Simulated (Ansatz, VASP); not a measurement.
Given: the input of a run of VASP 6.6.1 on LiCl.

Contents of INCAR:

```
ALGO = Normal
EDIFF = 1E-6
ENCUT = 520
GGA = PE
ISIF = 2
ISMEAR = -1
LASPH = T
LCHARG = F
LREAL = F
LWAVE = F
NBANDS = 12
NELM = 100
PREC = Accurate
SIGMA = 0.05
```

The input KPOINTS:

```
k-points
0
Gamma
  9 9 9
```

POSCAR

```
LiCl
1.0
    0.0000000000      2.5475562599      2.5475562599
    2.5475562599      0.0000000000      2.5475562599
    2.5475562599      2.5475562599      0.0000000000
Cl Li
1 1
Direct
    0.5000000000      0.5000000000      0.5000000000
    0.0000000000      0.0000000000      0.0000000000
```

Potentials or basis: VASP PAW PBE potentials, release 64 (Cl, Li_sv).

The run is started by

```console
$ cat potpaw_PBE.64/Cl/POTCAR potpaw_PBE.64/Li_sv/POTCAR > POTCAR
$ mpirun -np 1 vasp_std > vasp.out
```

Problem. Translate it to Ansatz 0.2.0. Potentials there: all-electron LAPW, scalar-relativistic.

Solution. As run (the cutoff follows the program's own potentials):

File input.yaml:

```yaml
crystal:
  lattice:
    - [0.0, 2.5475562599, 2.5475562599]
    - [2.5475562599, 0.0, 2.5475562599]
    - [2.5475562599, 2.5475562599, 0.0]
  atoms:
    - { symbol: Cl, position: [0.5, 0.5, 0.5] }
    - { symbol: Li, position: [0.0, 0.0, 0.0] }
kpoints:
  mp_grid: { grid: [9, 9, 9] }
scf:
  occupations: { method: fermi_dirac, width: 0.05 }
hamiltonian:
  xc: pbe
  pseudopotentials: { kind: all_electron, lapw: { basis_error: 0.0005 } }
output:
  forces: true
  stress: true
  eigenvalues: true
```

Potentials or basis: all-electron LAPW, scalar-relativistic.

The run is started by

```console
$ ansatz run input.yaml --threads 1 --pin off --max-ram 3072MiB --backend cpu --events-out ev --progress --plain --runs-dir out
```

Both were run:

|  | VASP | Ansatz | Ansatz less VASP |
| --- | --- | --- | --- |
| gap on the k mesh at the Fermi level (eV) | 6.46 | 6.44 | -0.016 |
| least direct gap on the mesh (eV) | 6.46 | 6.44 | -0.016 |

Ansatz ran all-electron here, and VASP with PAW potentials.

Noted on VASP's run: the cutoff is short for stress, so the pressure is rough.
